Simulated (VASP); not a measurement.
Input of a VASP 6.6.1 run:

Contents of INCAR:

```
PREC     = Accurate       # precision mode
ENCUT    = 520            # plane-wave cutoff, eV
EDIFF    = 1E-6           # SCF threshold, eV
ISMEAR   = 0              # smearing method
SIGMA    = 0.02           # smearing width, eV
LREAL    = False          # projectors in reciprocal space
LASPH    = True           # aspherical terms in the spheres
NELM     = 100            # most SCF steps
ALGO     = Normal         # electronic algorithm
ISIF     = 2              # what is computed and relaxed
LWAVE    = False          # write WAVECAR
LCHARG   = False          # write CHGCAR
GGA      = PS             # functional
IVDW     = 12             # dispersion correction
NBANDS   = 22             # bands
```

KPOINTS

```
regular mesh
0
Gamma
  8 8 4
```

Contents of POSCAR:

```
F
1.0
    2.9345987041     -1.6853332259     -0.1836112128
    2.9345987041      1.6853332259     -0.1836112128
   -2.1253501845      0.0000000000      7.0085370816
F
4
Direct
    0.0840004473      0.0840004473      0.0955020820
    0.9159995527      0.9159995527      0.9044979180
    0.4997016077      0.4997016077      0.5955145169
    0.5002983923      0.5002983923      0.4044854831
```

Potentials or basis: VASP PAW PBE potentials, release 64 (F).

Launch:

```sh
$ cat potpaw_PBE.64/F/POTCAR > POTCAR
$ mpirun -np 1 vasp_std > vasp.out
```

Task: Predict the dispersion energy per atom.

Result: -0.017 eV.

Task: What does it give for the pressure?

Result: 0.4 GPa.

Task: Predict the band gap on the k mesh.

Result: 2.87 eV, indirect (least direct gap 2.96 eV).

Forces in eV/Å, atoms in the order of the input:
```
F    0.179  0.000  0.391
F   -0.179  0.000 -0.391
F   -0.124  0.000  0.415
F    0.124  0.000 -0.415
```

Caveat: the PAW data sets were made with another functional, which shifts forces and pressure a little. A hybrid or GW would open this gap; PBEsol tends to underestimate it.
